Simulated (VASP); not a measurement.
# LiSi2N2 (P-3m1) in VASP: further runs

Runs on LiSi2N2. Level: PBE. Tasks: relaxation of cell and atoms, single point.

All numbers are computed with VASP 6.6.1; they aren't measurements. Logs are shortened: lines on timing, memory, paths and dates and some standing lists are left out, and cuts for length are marked.

### 1 The cell of the first run

Symmetry: P-3m1, No. 164, trigonal system. The conventional cell has a = 3.422 Å, b = 3.422 Å, c = 5.614 Å, α = 90.00°, β = 90.00°, γ = 120.00°. Li (site symmetry -3m) has 6 Si at 2.35 Å and 6 N at 2.96 Å within 3.1 Å. Within 2.8 Å of Si (site symmetry 3m) lie 4 N at 2.14 to 2.19 Å and 3 Li at 2.35 Å. Within 2.8 Å of N (site symmetry 3m) lie 4 Si at 2.14 to 2.19 Å and 3 N at 2.31 Å.

### 2 Relaxation of cell and atoms, PBE

Input file INCAR:

```
SYSTEM = LiSi2N2
PREC = Accurate ; ENCUT = 600
EDIFF = 1E-6 ; ISMEAR = 0
SIGMA = 0.1 ; LREAL = .FALSE.
LASPH = .TRUE. ; NELM = 80
ALGO = Normal ; ISIF = 3
LWAVE = .FALSE. ; LCHARG = .FALSE.
GGA = PE ; IBRION = 2
NSW = 90 ; EDIFFG = -0.04
```

Input file KPOINTS:

```
regular mesh
0
G
  6 6 4
  0 0 0
```

Input file POSCAR:

```
LiSi2N2
1.0
    3.4222401900      0.0000000000      0.0000000000
   -1.7111200900      2.9637469400      0.0000000000
    0.0000000000      0.0000000000      5.6144566400
Li Si N
1 2 2
Direct
    0.0000000000      0.0000000000      0.0000000000
    0.3333333300      0.6666666700      0.2265000000
    0.6666666700      0.3333333300      0.7735000000
    0.3333333300      0.6666666700      0.6069999900
    0.6666666700      0.3333333300      0.3930000100
```

Potentials or basis: VASP PAW PBE potentials, release 64 (Li_sv, Si, N).

Command:

```bash
> cat potpaw_PBE.64/Li_sv/POTCAR potpaw_PBE.64/Si/POTCAR potpaw_PBE.64/N/POTCAR > POTCAR
> mpirun -np 1 vasp_std > vasp.out
```

OUTCAR:

```text
SYSTEM = LiSi2N2
   PREC = Accurate
   ENCUT = 600
   EDIFF = 1E-6
   ISMEAR = 0
   LREAL = .FALSE.
   LASPH = .TRUE.
   NELM = 80
   ISIF = 3
   GGA = PE
   IBRION = 2
   NSW = 90
   EDIFFG = -0.04

 ion  position               nearest neighbor table
   1  0.000  0.000  0.000-   2 2.35   3 2.35   2 2.35   3 2.35   3 2.35   2 2.35
   2  0.333  0.667  0.227-   4 2.14   5 2.19   5 2.19   5 2.19   1 2.35   1 2.35   1 2.35
   3  0.667  0.333  0.773-   5 2.14   4 2.19   4 2.19   4 2.19   1 2.35   1 2.35   1 2.35
   4  0.333  0.667  0.607-   2 2.14   3 2.19   3 2.19   3 2.19
   5  0.667  0.333  0.393-   3 2.14   2 2.19   2 2.19   2 2.19

  LATTYP: Found a hexagonal cell.
 ALAT       =     3.4222401900
 C/A-ratio  =     1.6405793656

  Lattice vectors:

 A1 = (   3.4222401900,   0.0000000000,   0.0000000000)
 A2 = (  -1.7111200900,   2.9637469400,   0.0000000000)
 A3 = (   0.0000000000,   0.0000000000,   5.6144566400)

Analysis of symmetry for initial positions (statically):
=====================================================================
 Subroutine PRICEL returns:
 Original cell was already a primitive cell.

 Routine SETGRP: Setting up the symmetry group for a
 hexagonal supercell.

 Subroutine GETGRP returns: Found 12 space group operations
 (whereof 12 operations were pure point group operations)
 out of a pool of 24 trial point group operations.

The static configuration has the point symmetry D_3d.

Analysis of symmetry for dynamics (positions and initial velocities):
=====================================================================
 Subroutine PRICEL returns:
 Original cell was already a primitive cell.

 Routine SETGRP: Setting up the symmetry group for a
 hexagonal supercell.

 Subroutine GETGRP returns: Found 12 space group operations
 (whereof 12 operations were pure point group operations)
 out of a pool of 24 trial point group operations.

The dynamic configuration has the point symmetry D_3d.

 Subroutine INISYM returns: Found 12 space group operations
 (whereof 12 operations are pure point group operations),
 and found     1 'primitive' translations

----------------------------------------------------------------------------------------

                                     Primitive cell

  volume of cell :      56.9455

  direct lattice vectors                    reciprocal lattice vectors
     3.422240190  0.000000000  0.000000000     0.292206258  0.168705361  0.000000000
[... 100 lines left out ...]
   TEBEG  =    0.0;   TEEND  =   0.0 temperature during run
   PSTRESS=    0.0 pullay stress
   NELECT =      21.0000    total number of electrons
   NUPDOWN=      -1.0000    fix difference up-down
   EMIN   =  10.00;   EMAX   =-10.00  energy-range for DOS
   EFERMI =   0.00;   METHOD = LEGACY
   ISMEAR =     0;   SIGMA  =   0.10  broadening in eV -4-tet -1-fermi 0-gaus
   EFERMI_NEDOS =   21; number of points for ismear=-14 and -15
   IALGO  =     38    algorithm
   IMIX   =      4    mixing-type and parameters
     AMIX     =   0.40;   BMIX     =  1.00
     AMIX_MAG =   1.60;   BMIX_MAG =  1.00
  volume/ion in A,a.u.               =      11.39        76.86
  Fermi-wavevector in a.u.,A,eV,Ry     =   1.173982  2.218505 18.752012  1.378234
  Thomas-Fermi vector in A             =   2.310386
   LORBIT       =      0    0 simple, 1 ext, 2 COOP (PROOUT), +10 PAW based schemes
   GGA     = PE    functional components
   LHFCALC =     F    Hartree Fock is set to
   AEXX    =    0.0000 exact exchange contribution
   IVDW    =     0    specifies the selected vdW correction
   LEPSILON=     F    determine dielectric tensor
   LRPA    =     F    only Hartree local field effects (RPA)
 conjugate gradient relaxation of ions
 non-spin polarized calculation
 Gauss-broadening in eV      SIGMA  =   0.10
  energy-cutoff  :      600.00
  volume of cell :       56.95
 maximum number of plane-waves:      1926
 NGX is ok and might be reduce to    28
   NGX = 13   NGY = 13   NGZ = 23

--------------------------------------- Ionic step        1  -------------------------------------------

 number of electron      21.0000005 magnetization

 Free energy of the ion-electron system (eV)
  ---------------------------------------------------
  ext. energy  EPLUGINS =         0.00000000
  ---------------------------------------------------
  free energy    TOTEN  =       -24.99225863 eV

  energy without entropy =      -24.98283201  energy(sigma->0) =      -24.98754532

------------------------ aborting loop because EDIFF is reached ----------------------------------------

  FORCE on cell =-STRESS in cart. coord.  units (eV):
  Direction    XX          YY          ZZ          XY          YZ          ZX
  --------------------------------------------------------------------------------------
  -------------------------------------------------------------------------------------
  Total       -1.9187857     -1.9187857     -3.4301555     -0.0000000     -0.0000000      0.0000000
  in kB      -53.9855740    -53.9855739    -96.5083859     -0.0000001     -0.0000000      0.0000000
  external PRESSURE =     -68.1598446 kB  Pullay stress =       0.0000000 kB
[... 98 lines left out ...]
  FREE ENERGIE OF THE ION-ELECTRON SYSTEM (eV)
  ---------------------------------------------------
  free  energy   TOTEN  =       -28.7002760421 eV

  energy  without entropy=      -28.6911668224  energy(sigma->0) =      -28.69572143

[... ionic steps 4 to 39 ...]

--------------------------------------- Ionic step       40  -------------------------------------------

 number of electron      20.9999992 magnetization

------------------------ aborting loop because EDIFF is reached ----------------------------------------
[... 73 lines left out ...]
--------------------------------------- Ionic step       42  -------------------------------------------

 number of electron      20.9999993 magnetization

 Free energy of the ion-electron system (eV)
  ---------------------------------------------------
  ext. energy  EPLUGINS =         0.00000000
  ---------------------------------------------------
  free energy    TOTEN  =       -30.53478662 eV

  energy without entropy =      -30.52502364  energy(sigma->0) =      -30.52990513

 E-fermi :   6.6420     XC(G=0): -10.3288

 val. band max:        6.5994109482   @ k =  -0.1667   0.5000   0.2500
 cond. band min:       6.6944340880   @ k =   0.0000   0.0000   0.2500
 fundamental gap:      0.0950231398
 Fermi energy:         6.6420016174

 k-point     1 :       0.0000    0.0000    0.0000
  band No.  band energies     occupation
      1     -38.8893      2.00000
      2     -12.2185      2.00000
      3     -11.7022      2.00000
      4      -1.4379      2.00000
      5       0.4289      2.00000
      6       2.6163      2.00000
      7       2.6163      2.00000
      8       2.8033      2.00000
      9       2.8033      2.00000
     10       4.1113      2.00000
     11       7.1185      0.00000
     12      10.3654      0.00000
     13      10.9626      0.00000
     14      13.7996      0.00000
[... 421 lines left out ...]
  FREE ENERGIE OF THE ION-ELECTRON SYSTEM (eV)
  ---------------------------------------------------
  free  energy   TOTEN  =       -30.5347866175 eV

  energy  without entropy=      -30.5250236352  energy(sigma->0) =      -30.52990513

 reached required accuracy - stopping structural energy minimisation
```

CONTCAR:

```text
LiSi2N2
   1.00000000000000
     2.9177559239890991   -0.0000000007190728   -0.0000000000000001
    -1.4588779583543523    2.5268507511330291    0.0000000000000001
    -0.0000000000000002    0.0000000000000000    7.8509116070194400
  Li              Si              N
     1     2     2
Direct
     0.0000000000000000    0.0000000000000000    0.0000000000000000
     0.3333333300000021    0.6666666699999979    0.2729605304907931
     0.6666666699999979    0.3333333300000021    0.7270394695092072
     0.3333333300000021    0.6666666699999979    0.6512935402832687
     0.6666666699999979    0.3333333300000021    0.3487064597167314

  0.00000000E+00  0.00000000E+00  0.00000000E+00
  0.00000000E+00  0.00000000E+00  0.00000000E+00
  0.00000000E+00  0.00000000E+00  0.00000000E+00
  0.00000000E+00  0.00000000E+00  0.00000000E+00
  0.00000000E+00  0.00000000E+00  0.00000000E+00
```

Run time: 3.7 min. Hardware: 1 thread of Intel Xeon 6975P-C (Granite Rapids), shared host; peak memory 0.2 GiB.

What came out:

```
Free energy                            : -30.5348 eV
Relaxed volume                         : 11.58 Å³/atom
Relaxed cell                           : a = 2.918 Å, b = 2.918 Å, c = 7.851 Å, α = 90.00°, β = 90.00°, γ = 120.00°
Space group after relaxing (to 0.05 Å) : P-3m1 (No. 164)
Energy gained by relaxing              : 1108.5 meV/atom
Ionic steps                            : 42
Pressure after relaxing                : 0.0 GPa
Largest force after relaxing           : 0.039 eV/Å
```

Forces in eV/Å, atoms in the order of the input:
```
Li   0.000  0.000  0.000
Si   0.000  0.000 -0.020
Si   0.000  0.000  0.020
N    0.000  0.000  0.039
N    0.000  0.000 -0.039
```

The path:
```tsv
step	energy change (eV)	largest force (eV/Å)	pressure (GPa)	volume (Å³)
1	0.0000	5.7554	-6.82	56.95
3	-3.7080	0.9790	7.14	51.67
5	-4.3517	1.3577	-0.47	58.91
7	-4.7392	0.2901	-1.36	61.20
9	-4.9385	0.7474	0.29	60.82
11	-4.9475	0.4834	-0.99	61.21
13	-4.9662	0.1402	-0.04	60.62
15	-4.9735	0.1637	1.25	59.38
17	-4.9901	0.2135	0.25	59.18
19	-5.1593	0.7531	-2.45	58.39
21	-5.3874	1.3819	-2.67	57.02
23	-5.3923	1.3184	-2.79	57.15
25	-5.3949	1.3498	-2.50	56.99
27	-5.3973	1.3322	-2.51	57.01
29	-5.4159	1.2363	-2.04	56.92
31	-5.4746	0.8502	-0.02	56.57
33	-5.5140	0.1660	3.85	55.95
35	-5.5353	0.0648	1.69	56.97
37	-5.5408	0.0920	-0.09	57.86
39	-5.5414	0.0728	-0.03	57.84
41	-5.5424	0.0564	-0.10	57.91
42	-5.5425	0.0386	0.02	57.88
```

Final structure:
```cif
data_structure
_symmetry_space_group_name_H-M 'P 1'
_symmetry_Int_Tables_number 1
_cell_length_a 2.9178
_cell_length_b 2.9178
_cell_length_c 7.8509
_cell_angle_alpha 90.000
_cell_angle_beta 90.000
_cell_angle_gamma 120.000
_cell_volume 57.88
loop_
_atom_site_label
_atom_site_type_symbol
_atom_site_fract_x
_atom_site_fract_y
_atom_site_fract_z
_atom_site_occupancy
Li1 Li 0.00000 0.00000 0.00000 1
Si1 Si 0.33333 0.66667 0.27296 1
Si2 Si 0.66667 0.33333 0.72704 1
N1 N 0.33333 0.66667 0.65129 1
N2 N 0.66667 0.33333 0.34871 1
```

Caveat: the cutoff is under 1.25 times the usual one of these potentials, so pressure, stress and relaxed cells hold a basis-set (Pulay) error.

(Continued in part 2 of 2.)
